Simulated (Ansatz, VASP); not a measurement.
Ti3O4: VASP beside Ansatz

The input INCAR:

```
PREC     = Accurate       # precision mode
ENCUT    = 520            # plane-wave cutoff, eV
EDIFF    = 1E-7           # SCF threshold, eV
ISMEAR   = 0              # smearing method
SIGMA    = 0.15           # smearing width, eV
LREAL    = F              # projectors in reciprocal space
LASPH    = T              # aspherical terms in the spheres
NELM     = 60             # most SCF steps
ALGO     = Normal         # electronic algorithm
ISIF     = 2              # what is computed and relaxed
LWAVE    = F              # write WAVECAR
LCHARG   = F              # write CHGCAR
GGA      = PS             # functional
NBANDS   = 39             # bands
```

Contents of KPOINTS:

```
regular mesh
0
Gamma
  8 8 14
```

Contents of POSCAR:

```
Ti3O4
1.0
    2.9128162305     -4.0303540204      0.0000000000
    2.9128162305      4.0303540204      0.0000000000
    0.0000000000      0.0000000000      2.9690273776
Ti O
3 4
Direct
    0.0000000000      0.0000000000      0.5000000000
    0.5000000000      0.0000000000      0.0000000000
    0.0000000000      0.5000000000      0.0000000000
    0.7718661959      0.7718661959      0.0000000000
    0.2700418275      0.7299581725      0.5000000000
    0.2281338041      0.2281338041      0.0000000000
    0.7299581725      0.2700418275      0.5000000000
```

Input for Ansatz:

```yaml
crystal:
  lattice:
    - [2.9128162305, -4.0303540204, 0.0]
    - [2.9128162305, 4.0303540204, 0.0]
    - [0.0, 0.0, 2.9690273776]
  atoms:
    - { symbol: Ti, position: [0.0, 0.0, 0.5] }
    - { symbol: Ti, position: [0.5, 0.0, 0.0] }
    - { symbol: Ti, position: [0.0, 0.5, 0.0] }
    - { symbol: O, position: [0.7718661959, 0.7718661959, 0.0] }
    - { symbol: O, position: [0.2700418275, 0.7299581725, 0.5] }
    - { symbol: O, position: [0.2281338041, 0.2281338041, 0.0] }
    - { symbol: O, position: [0.7299581725, 0.2700418275, 0.5] }
basis:
  ecutwfc: 420
kpoints:
  mp_grid: { grid: [8, 8, 14] }
hamiltonian:
  xc: pbesol
scf:
  occupations: { method: gaussian, width: 0.15 }
output:
  forces: true
  stress: true
  eigenvalues: true
```

Change from the starting cell: mode 11 (425.2 1/cm) frozen in, largest displacement +0.090 Å.

Alike in both runs: task single point; functional PBEsol; k mesh 8 × 8 × 14; occupations gaussian, width 0.15 eV; no spin polarisation.

|  | VASP | Ansatz |
| --- | --- | --- |
| version | VASP 6.6.1 | Ansatz 0.2.0 |
| potentials or method | VASP PAW PBE potentials, release 64 (Ti_sv, O), cutoff 520 eV | scalar-relativistic, plane waves, PAW |
| valence electrons in the cell | 60 | 60 |

```tsv
	VASP	Ansatz	Ansatz less VASP
gap on the k mesh at the Fermi level (eV)	none	none	-
pressure (GPa)	0.8	0.0	-0.75
traceless stress, the component that is largest in VASP (GPa)	-5.24	-5.22	+0.018
rms of the force components (eV/Å)	0.334	0.332	-0.0021
```

VASP's potentials were made for PBE, not for PBEsol. Atom by atom the forces differ by 0.012 eV/Å (rms over components). A gap of «none» marks a metal or a gap that the smearing closes.
